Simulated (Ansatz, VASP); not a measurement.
## One calculation of SnSe, two programs

Contents of POSCAR:

```
SnSe
1.0
    0.0000000000      2.9120497591      3.0253233071
    2.9120497591      0.0000000000      3.0253233071
    2.9120497591      2.9120497591      0.0000000000
Sn Se
1 1
Direct
    0.0000000000      0.0000000000      0.0000000000
    0.5000000000      0.5000000000      0.5000000000
```

INCAR.step1

```
  PREC = Accurate
  ENCUT = 550
  ISMEAR = -1
  SIGMA = 0.02
  LREAL = False
  LASPH = True
  NELM = 120
  NBANDS = 17
  GGA = PE
  ALGO = Normal
  EDIFF = 1E-5
  LWAVE = True
  LCHARG = False
  GGA_COMPAT = False
```

INCAR.step2

```
  PREC = Accurate
  ENCUT = 550
  EDIFF = 1E-6
  ISMEAR = -1
  SIGMA = 0.02
  LREAL = False
  LASPH = True
  NELM = 120
  ALGO = Normal
  ISIF = 2
  LWAVE = False
  LCHARG = False
  METAGGA = R2SCAN
  LMIXTAU = True
  NBANDS = 17
  ISTART = 1
  GGA_COMPAT = False
```

KPOINTS

```
regular mesh
0
Gamma
  8 8 8
```

Input for Ansatz:

```yaml
crystal:
  lattice:
    - [0.0, 2.9120497591, 3.0253233071]
    - [2.9120497591, 0.0, 3.0253233071]
    - [2.9120497591, 2.9120497591, 0.0]
  atoms:
    - { symbol: Sn, position: [0.0, 0.0, 0.0] }
    - { symbol: Se, position: [0.5, 0.5, 0.5] }
kpoints:
  mp_grid: { grid: [8, 8, 8] }
  band_path:
    path:
      - [0.0, 0.0, 0.0]
      - [0.5, 0.0, 0.5]
      - [0.625, 0.25, 0.625]
      - [0.375, 0.375, 0.75]
      - [0.5, 0.5, 0.5]
      - [0.5, 0.25, 0.75]
      - [0.5, 0.475, 0.525]
      - [0.065104, 0.06543, -0.486328]
      - [-0.036296, 0.031576, 0.493978]
    npoints: 1
hamiltonian:
  xc: r2scan
scf:
  occupations: { method: fermi_dirac, width: 0.02 }
  n_extra_bands: 4
output:
  forces: true
  stress: true
  eigenvalues: true
```

Change from the starting cell: epitaxial_xy strain -3.0%.

Alike in both runs: task single point; functional r2SCAN; k mesh 8 × 8 × 8; occupations fermi-dirac, width 0.02 eV; no spin polarisation.

```csv
,VASP,Ansatz
version,VASP 6.6.1,Ansatz 0.2.0
potentials or method,"VASP PAW PBE potentials, release 64 (Sn_d, Se)","plane waves, PAW"
plane-wave cutoff (eV),550,500
valence electrons in the cell,20,30
```

|  | VASP | Ansatz | Ansatz less VASP |
| --- | --- | --- | --- |
| pressure (GPa) | 3.8 | 3.8 | -0.02 |
| traceless stress, the component that is largest in VASP (GPa) | -3.79 | -3.78 | +0.010 |

VASP's potentials were made for PBE, not for r2SCAN. VASP's potentials hold 20 valence electrons a cell and Ansatz's 30, so a difference there can come from the potentials and not from the codes.
